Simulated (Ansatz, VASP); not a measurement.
## One calculation of Zr, two programs

```xyz
2
Lattice="3.2320 0.0000 0.0000 -1.6160 2.7990 0.0000 0.0000 0.0000 5.1470" Properties=species:S:1:pos:R:3 pbc="T T T"
Zr    0.0000    1.8660    1.2868
Zr    1.6160    0.9330    3.8603
```

Alike in both runs: task relaxation of cell and atoms; functional RPBE; k mesh 11 × 11 × 6; occupations fermi-dirac, width 0.1 eV; no spin polarisation.

```csv
,VASP,Ansatz
version,VASP 6.6.1,Ansatz 0.2.0
potentials or method,"VASP PAW PBE potentials, release 64 (Zr_sv), cutoff 600 eV","plane waves (420 eV) with PAW, scalar-relativistic"
valence electrons in the cell,24,24
```

|  | VASP | Ansatz | Ansatz less VASP |
| --- | --- | --- | --- |
| relaxed volume (Å³/atom) | 23.96 | 23.97 | +0.014 |
| relaxed cell length with the largest relative difference (Å) | 3.259 | 3.260 | +0.0007 |

VASP's potentials were made for PBE, not for RPBE.
